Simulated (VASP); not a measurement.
Write the native input for VASP 6.6.1 that does the following.

* Task: single point
* Functional: PBEsol
* Potentials or basis: VASP PAW PBE potentials, release 64 (Ti_sv, C)
* Cutoff: 520 eV
* k mesh: 24 × 24 × 24
* Occupations: gaussian, width 0.15 eV
* Spin: no spin polarisation
* Dipole correction: no
* Further INCAR settings: ALGO = Normal; EDIFF = 1e-07; NBANDS = 15

The structure of TiC lies in POSCAR:

```
TiC
1.0
    0.0000000000      2.2003526214      2.2003526214
    2.2003526214      0.0000000000      2.2003526214
    2.2003526214      2.2003526214      0.0000000000
Ti C
1 1
Direct
    0.0000000000      0.0000000000      0.0000000000
    0.5000000000      0.5000000000      0.5000000000
```

This cell differs from its parent crystal: strain +0.025 along x and y, +0.025 along z.

The input as run:

INCAR

```
PREC = Accurate
ENCUT = 520
EDIFF = 1E-7
ISMEAR = 0
SIGMA = 0.15
LREAL = F
LASPH = T
NELM = 100
ALGO = Normal
ISIF = 2
LWAVE = F
LCHARG = T
GGA = PS
LELF = T
LVHAR = T
NBANDS = 15
```

KPOINTS

```
regular mesh
0
Gamma
  24 24 24
```

Potentials or basis: VASP PAW PBE potentials, release 64 (Ti_sv, C).

Command:

```sh
$ cat potpaw_PBE.64/Ti_sv/POTCAR potpaw_PBE.64/C/POTCAR > POTCAR
$ mpirun -np 1 vasp_std > vasp.out
```

Results of the run:

```yaml
Pressure: -16.8 GPa
Band_gap_on_the_k_mesh: zero (bands 8 and 9 overlap by 1.04 eV)
```

Caveat: the cell differs from its parent crystal (strain +0.025 along x and y, +0.025 along z); the cell stands under tension; the PAW data sets were made with another functional, which shifts forces and pressure a little.

Run time: 110 s on 1 thread of Intel Xeon 8259CL, with other jobs on the host, peak memory 0.25 GiB.
